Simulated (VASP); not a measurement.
# BP (F-43m) in VASP: elastic constants with LDA

Aim: the elastic constants of BP with LDA.

Program: VASP 6.6.1. These are calculated values, not measurements. Logs are shortened: lines on timing, memory, paths and dates and some standing lists are left out, and cuts for length are marked.

## (1) The cell of the first run

Symmetry: F-43m, No. 216, cubic system. The conventional cell has a = 4.492 Å, b = 4.492 Å, c = 4.492 Å, α = 90.00°, β = 90.00°, γ = 90.00°. B (site symmetry -43m) has 4 P at 1.95 Å within 2.6 Å. P (site symmetry -43m) has 4 B at 1.95 Å within 2.6 Å.

## (2) Elastic constants, LDA

Contents of INCAR:

```
ALGO     = Normal         # electronic algorithm
EDIFF    = 1E-8           # SCF threshold, eV
ENCUT    = 600            # plane-wave cutoff, eV
GGA      = CA             # functional
IBRION   = 6              # ionic algorithm
ISIF     = 3              # what is computed and relaxed
ISMEAR   = 0              # smearing method
LASPH    = T              # aspherical terms in the spheres
LCHARG   = F              # write CHGCAR
LREAL    = F              # projectors in reciprocal space
LWAVE    = F              # write WAVECAR
NBANDS   = 11             # bands
NELM     = 100            # most SCF steps
NFREE    = 2            
NSW      = 1              # ionic steps
POTIM    = 0.015          # step
PREC     = Accurate       # precision mode
SIGMA    = 0.01           # smearing width, eV
```

Contents of KPOINTS:

```
k-points
0
Gamma
  10 10 10
```

Contents of POSCAR:

```
BP
1.0
    0.0000000000      2.2459000000      2.2459000000
    2.2459000000      0.0000000000      2.2459000000
    2.2459000000      2.2459000000      0.0000000000
B P
1 1
Direct
    0.0000000000      0.0000000000      0.0000000000
    0.2500000000      0.2500000000      0.2500000000
```

Potentials or basis: VASP PAW LDA potentials, release 64 (B, P).

Launch:

```console
cat potpaw_LDA.64/B/POTCAR potpaw_LDA.64/P/POTCAR > POTCAR
mpirun -np 1 vasp_std > vasp.out
```

OUTCAR:

```text
EDIFF = 1E-8
   ENCUT = 600
   GGA = CA
   IBRION = 6
   ISIF = 3
   ISMEAR = 0
   LASPH = T
   LREAL = F
   NELM = 100
   NFREE = 2
   NSW = 1
   POTIM = 0.015
   PREC = Accurate

 ion  position               nearest neighbor table
   1  0.000  0.000  0.000-   2 1.95   2 1.95   2 1.95   2 1.95
   2  0.250  0.250  0.250-   1 1.95   1 1.95   1 1.95   1 1.95

  LATTYP: Found a face centered cubic cell.
 ALAT       =     4.4918000000

  Lattice vectors:

 A1 = (   0.0000000000,   2.2459000000,   2.2459000000)
 A2 = (   2.2459000000,   0.0000000000,   2.2459000000)
 A3 = (   2.2459000000,   2.2459000000,   0.0000000000)

Analysis of symmetry for initial positions (statically):
=====================================================================
 Subroutine PRICEL returns:
 Original cell was already a primitive cell.

 Routine SETGRP: Setting up the symmetry group for a
 face centered cubic supercell.

 Subroutine GETGRP returns: Found 24 space group operations
 (whereof 24 operations were pure point group operations)
 out of a pool of 48 trial point group operations.

The static configuration has the point symmetry T_d .

Analysis of symmetry for dynamics (positions and initial velocities):
=====================================================================
 Subroutine PRICEL returns:
 Original cell was already a primitive cell.

 Routine SETGRP: Setting up the symmetry group for a
 face centered cubic supercell.

 Subroutine GETGRP returns: Found 24 space group operations
 (whereof 24 operations were pure point group operations)
 out of a pool of 48 trial point group operations.

The dynamic configuration has the point symmetry T_d .

 Subroutine INISYM returns: Found 24 space group operations
 (whereof 24 operations are pure point group operations),
 and found     1 'primitive' translations

----------------------------------------------------------------------------------------

                                     Primitive cell

  volume of cell :      22.6569

  direct lattice vectors                    reciprocal lattice vectors
     0.000000000  2.245900000  2.245900000    -0.222627900  0.222627900  0.222627900
     2.245900000  0.000000000  2.245900000     0.222627900 -0.222627900  0.222627900
     2.245900000  2.245900000  0.000000000     0.222627900  0.222627900 -0.222627900

  length of vectors
     3.176182240  3.176182240  3.176182240     0.385602834  0.385602834  0.385602834

  position of ions in fractional coordinates (direct lattice)
     0.000000000  0.000000000  0.000000000
     0.250000000  0.250000000  0.250000000

  ion indices of the primitive-cell ions
   primitive index   ion index
                 1           1
                 2           2

----------------------------------------------------------------------------------------

 KPOINTS: k-points

Automatic generation of k-mesh.
 Grid dimensions read from file:
 generate k-points for:   10   10   10

 Generating k-lattice:

  Cartesian coordinates                     Fractional coordinates (reciprocal lattice)
    -0.022262790  0.022262790  0.022262790     0.100000000  0.000000000  0.000000000
     0.022262790 -0.022262790  0.022262790     0.000000000  0.100000000  0.000000000
[... 106 lines left out ...]
  free energy    TOTEN  =       -14.40101446 eV

  energy without entropy =      -14.40101446  energy(sigma->0) =      -14.40101446

------------------------ aborting loop because EDIFF is reached ----------------------------------------

  FORCE on cell =-STRESS in cart. coord.  units (eV):
  Direction    XX          YY          ZZ          XY          YZ          ZX
  --------------------------------------------------------------------------------------
  -------------------------------------------------------------------------------------
  Total       -0.0374935     -0.0374935     -0.0374935      0.0000000      0.0000000     -0.0000000
  in kB       -2.6513391     -2.6513391     -2.6513391      0.0000000      0.0000000     -0.0000000
  external PRESSURE =      -2.6513391 kB  Pullay stress =       0.0000000 kB
[... 89 lines left out ...]
  FREE ENERGIE OF THE ION-ELECTRON SYSTEM (eV)
  ---------------------------------------------------
  free  energy   TOTEN  =       -14.3958190259 eV

  energy  without entropy=      -14.3958190259  energy(sigma->0) =      -14.39581903

[... ionic steps 4 to 14 ...]

--------------------------------------- Ionic step       15  -------------------------------------------

 number of electron       8.0000001 magnetization

------------------------ aborting loop because EDIFF is reached ----------------------------------------
[... 67 lines left out ...]
--------------------------------------- Ionic step       17  -------------------------------------------

 number of electron       8.0000000 magnetization

 Free energy of the ion-electron system (eV)
  ---------------------------------------------------
  ext. energy  EPLUGINS =         0.00000000
  ---------------------------------------------------
  free energy    TOTEN  =       -14.39879346 eV

  energy without entropy =      -14.39879346  energy(sigma->0) =      -14.39879346

 E-fermi :   8.0378     XC(G=0): -11.2151

 val. band max:        7.8932062461   @ k =   0.0000   0.0000   0.0000
 cond. band min:       8.9258093974   @ k =   0.0000   0.4000   0.4000
 fundamental gap:      1.0326031514
 Fermi energy:         8.0378234469

 k-point     1 :       0.0000    0.0000    0.0000
  band No.  band energies     occupation
      1      -7.8874      2.00000
      2       7.6578      2.00000
      3       7.7766      2.00000
      4       7.8932      2.00000
      5      11.1250      0.00000
      6      11.2017      0.00000
      7      11.2815      0.00000
      8      15.6161      0.00000
      9      19.2502      0.00000
     10      20.0477      0.00000
     11      20.0483      0.00000
[... 309 lines left out ...]
 k-point    24 :       0.4000    0.3000    0.0000
  band No.  band energies     occupation
      1      -4.8708      2.00000
      2       1.5946      2.00000
      3       3.6495      2.00000
      4       4.1725      2.00000
      5       9.5094      0.00000
      6      11.3124      0.00000
      7      17.4010      0.00000
      8      17.4236      0.00000
      9      21.9512      0.00000
     10      23.2019      0.00000
     11      25.0655      0.00000

 [... further k-points ...]
[... 5 lines left out ...]
  --------------------------------------------------------------------------------------
  -------------------------------------------------------------------------------------
  Total       -0.0367176     -0.0325531     -0.0325531      0.0000000      0.1206660      0.0000000
  in kB       -2.5964719     -2.3019820     -2.3019820      0.0000000      8.5328563      0.0000000
  external PRESSURE =      -2.4001453 kB  Pullay stress =       0.0000000 kB
[... 17 lines left out ...]
  FREE ENERGIE OF THE ION-ELECTRON SYSTEM (eV)
  ---------------------------------------------------
  free  energy   TOTEN  =       -14.3987934637 eV

  energy  without entropy=      -14.3987934637  energy(sigma->0) =      -14.39879346

 INTERNAL STRAIN TENSORS FROM STRAINED CELLS
 ============================================

 INTERNAL STRAIN TENSOR FOR ION    1 for displacements in x,y,z  (eV/Angst):
          X           Y           Z          XY          YZ          ZX
  --------------------------------------------------------------------------------
  x    -0.00000     0.00000    -0.00000     0.00000     8.04711    -0.00000
  y     0.00000    -0.00000    -0.00000     0.00000    -0.00000     8.04710
  z     0.00000     0.00000    -0.00000     8.04825    -0.00000     0.00000

 INTERNAL STRAIN TENSORS FROM DISPLACED ATOMS
 ============================================

 INTERNAL STRAIN TENSOR FOR ION    1 for displacements in x,y,z  (eV/Angst):
          X           Y           Z          XY          YZ          ZX
  --------------------------------------------------------------------------------
  x     0.00000     0.00000     0.00000     0.00000     8.05172     0.00000
  y    -0.00000     0.00000    -0.00000     0.00000     0.00000     8.05172
  z     0.00000     0.00000     0.00000     8.05172     0.00000     0.00000

 INTERNAL STRAIN TENSOR FOR ION    2 for displacements in x,y,z  (eV/Angst):
          X           Y           Z          XY          YZ          ZX
  --------------------------------------------------------------------------------
  x    -0.00000     0.00000     0.00000     0.00000    -8.04166     0.00000
  y     0.00000    -0.00000     0.00000     0.00000     0.00000    -8.04166
  z     0.00000     0.00000    -0.00000    -8.04166     0.00000     0.00000

 Eigenvectors and eigenvalues of the dynamical matrix
 ----------------------------------------------------

   1 f  =   24.533096 THz   154.145987 2PiTHz  818.335992 cm-1   101.460686 meV
             X         Y         Z           dx          dy          dz
      0.000000  0.000000  0.000000     0.000000    0.860970    0.000000
      1.122950  1.122950  1.122950     0.000000   -0.508656    0.000000
[... 21 lines left out ...]
   6 f/i=    0.000046 THz     0.000288 2PiTHz    0.001529 cm-1     0.000190 meV
             X         Y         Z           dx          dy          dz
      0.000000  0.000000  0.000000     0.000000    0.000000   -0.508656
      1.122950  1.122950  1.122950     0.000000    0.000000   -0.860970

--------------------------------------------------------------------------------------------------------

 ELASTIC MODULI CONTR FROM IONIC RELAXATION (kBar)
 Direction    XX          YY          ZZ          XY          YZ          ZX
 --------------------------------------------------------------------------------
 XX          -0.0000     -0.0000     -0.0000     -0.0000     -0.0000      0.0000
 YY          -0.0000     -0.0000     -0.0000     -0.0000     -0.0000     -0.0000
 ZZ          -0.0000     -0.0000     -0.0000     -0.0000     -0.0000      0.0000
 XY          -0.0000     -0.0000     -0.0000   -232.0050      0.0000     -0.0000
 YZ          -0.0000     -0.0000     -0.0000      0.0000   -232.0050     -0.0000
 ZX           0.0000     -0.0000      0.0000     -0.0000     -0.0000   -232.0050
 --------------------------------------------------------------------------------

 TOTAL ELASTIC MODULI (kBar)
 Direction    XX          YY          ZZ          XY          YZ          ZX
 --------------------------------------------------------------------------------
 XX        3577.2219    834.9850    834.9850     -0.0000      0.0000      0.0000
 YY         834.9850   3577.2219    834.9850      0.0000     -0.0000     -0.0000
 ZZ         834.9850    834.9850   3577.2219     -0.0000     -0.0000     -0.0000
 XY          -0.0000      0.0000     -0.0000   1943.7566      0.0000     -0.0000
 YZ           0.0000     -0.0000     -0.0000      0.0000   1943.7566     -0.0000
 ZX           0.0000     -0.0000     -0.0000     -0.0000     -0.0000   1943.7566
 --------------------------------------------------------------------------------
```

Wall time 8 min (1 thread of Intel Xeon Platinum 8259CL at 2.50GHz (Skylake/Cascade Lake), shared host); peak memory 0.26 GiB.

What came out:

- Elastic constants C11, C12, C44: 358, 83, 194 GPa
- Voigt bulk modulus: 175 GPa
- Highest phonon frequency at Γ, LO-TO splitting left out: 818 cm⁻¹

Phonon frequencies in cm⁻¹ (negative: imaginary):
```csv
q point,frequencies
"(0.000, 0.000, 0.000)",0 0 0 818 818 818
```

Elastic tensor in Voigt notation (GPa, in the Cartesian axes of the cell as first typed):
```
358  83  83   0   0   0
 83 358  83   0   0   0
 83  83 358   0   0   0
  0   0   0 194   0   0
  0   0   0   0 194   0
  0   0   0   0   0 194
```

Clamped-ion elastic tensor (GPa):
```
358  83  83   0   0   0
 83 358  83   0   0   0
 83  83 358   0   0   0
  0   0   0 218   0   0
  0   0   0   0 218   0
  0   0   0   0   0 218
```
